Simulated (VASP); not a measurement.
Sc: relaxation of cell and atoms with PBEsol

Crystal: Sc.

```
Sc
1.0
     3.30900    0.00000    0.00000
    -1.65450    2.86568    0.00000
     0.00000    0.00000    5.27330
Sc
2
Direct
  0.33333 0.66667 0.25000
  0.66667 0.33333 0.75000
```

```
Program                : VASP 6.6.1
Task                   : relaxation of cell and atoms
Functional             : PBEsol
Potentials or basis    : VASP PAW PBE potentials, release 64 (Sc_sv)
Cutoff                 : 600 eV
k mesh                 : 16 × 16 × 9
Occupations            : methfessel-paxton, width 0.1 eV
Spin                   : no spin polarisation
Dipole correction      : no
Further INCAR settings : ALGO = Normal; EDIFF = 1e-06; IBRION = 2; EDIFFG = -0.01; NSW = 60; ISIF = 3
```

```
Relaxed volume                        : 23.64 Å³/atom
Relaxed cell                          : a = 3.278 Å, b = 3.278 Å, c = 5.081 Å, α = 90.00°, β = 90.00°, γ = 120.00°
Space group after relaxing (to 0.1 Å) : P6_3/mmc (No. 194)
Energy gained by relaxing             : 15.3 meV/atom
Ionic steps                           : 5
Pressure after relaxing               : 0.0 GPa
Band gap on the k mesh                : zero (bands 11 and 12 overlap by 1.45 eV)
```

Step by step:
| step | energy change (eV) | largest force (eV/Å) | pressure (GPa) | volume (Å³) |
| --- | --- | --- | --- | --- |
| 1 | 0.0000 | 0.0000 | -2.86 | 50.00 |
| 2 | -0.0283 | 0.0000 | 0.60 | 46.84 |
| 3 | -0.0288 | 0.0000 | 0.19 | 47.17 |
| 4 | -0.0304 | 0.0000 | 0.09 | 47.24 |
| 5 | -0.0307 | 0.0000 | 0.03 | 47.28 |

Final structure:
```
Sc
1.0
     3.27803    0.00000    0.00000
    -1.63902    2.83886    0.00000
     0.00000    0.00000    5.08078
Sc
2
Cartesian
  0.0000 1.8926 1.2702
  1.6390 0.9463 3.8106
```

Levels at points of the mesh, in eV from the Fermi level:
```tsv
k point	band 7	band 8	band 9	band 10	band 11	band 12	band 13	band 14	band 15
(0.00, 0.00, 0.00)	-27.59	-27.55	-5.22	-1.70	0.76	1.63	1.63	1.94	2.11
(0.50, 0.00, 0.00)	-27.68	-27.63	-1.66	-1.12	-0.73	-0.33	1.35	1.36	1.96
```

Wall time 7.1 min on 1 thread of Intel(R) Xeon(R) Platinum 8259CL CPU @ 2.50GHz (Skylake/Cascade Lake), on a shared host, peak memory 0.27 GiB.

Caveat: the PAW data sets were made with another functional, which shifts forces and pressure a little.
